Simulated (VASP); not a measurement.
Here is a VASP 6.6.1 calculation.

File INCAR:

```
PREC = Accurate
ENCUT = 520
EDIFF = 1E-6
ISMEAR = 0
SIGMA = 0.01
LREAL = F
LASPH = T
NELM = 60
ALGO = Normal
ISIF = 2
LWAVE = F
LCHARG = F
GGA = PS
NBANDS = 11
```

Contents of KPOINTS:

```
Automatic mesh
0
Gamma
  8 8 8
```

File POSCAR:

```
NaH
1.0
    2.4756394241      2.4756394241      0.0000000000
   -2.4756394241      2.4756394241      0.0000000000
    0.0000000000      2.4756394241      2.4756394241
Na H
1 1
Direct
    0.0000000000      0.0000000000      0.0000000000
    0.5000000000      0.5000000000      0.0000000000
```

Potentials or basis: VASP PAW PBE potentials, release 64 (Na_pv, H).

Command:

```sh
$ cat potpaw_PBE.64/Na_pv/POTCAR potpaw_PBE.64/H/POTCAR > POTCAR
$ mpirun -np 1 vasp_std > vasp.out
```

**Question.** Predict the band gap on the k mesh.

**Answer.** 3.46 eV, indirect (least direct gap 4.31 eV).

**Question.** Estimate the pressure.

**Answer.** -2.0 GPa.

Caveat: the PAW data sets were made with another functional, which shifts forces and pressure a little. As with any semilocal functional, this PBEsol gap is likely too small.
